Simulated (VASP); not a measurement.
A run of VASP 6.6.1 is set up as follows.

INCAR

```
ALGO     = Normal         # electronic algorithm
EDIFF    = 1E-6           # SCF threshold, eV
ENCUT    = 500            # plane-wave cutoff, eV
GGA      = CA             # functional
GGA_COMPAT= False        
ISIF     = 2              # what is computed and relaxed
ISMEAR   = 0              # smearing method
LASPH    = True           # aspherical terms in the spheres
LCHARG   = True           # write CHGCAR
LELF     = True           # ELF
LREAL    = False          # projectors in reciprocal space
LVHAR    = True         
LWAVE    = False          # write WAVECAR
NBANDS   = 11             # bands
NELM     = 120            # most SCF steps
PREC     = Accurate       # precision mode
SIGMA    = 0.1            # smearing width, eV
```

File KPOINTS:

```
k-points
0
Gamma
  6 6 6
```

The input POSCAR:

```
Si
1.0
    0.0000000000      2.7154700000      2.7154700000
    2.7154700000      0.0000000000      2.7154700000
    2.7154700000      2.7154700000      0.0000000000
Si
2
Direct
    0.5000000000      0.5000000000      0.5000000000
    0.7500000000      0.7500000000      0.7500000000
```

Potentials or basis: VASP PAW LDA potentials, release 64 (Si).

Command:

```bash
$ cat potpaw_LDA.64/Si/POTCAR > POTCAR
$ mpirun -np 1 vasp_std > vasp.out
```

Task: Estimate the band gap on the k mesh.

Result: 0.60 eV (least direct gap 2.52 eV).

Task: Estimate the pressure.

Result: -1.4 GPa.

A k mesh can miss the band edges. Expect the measured gap to be larger: semilocal functionals such as LDA lack the derivative discontinuity.
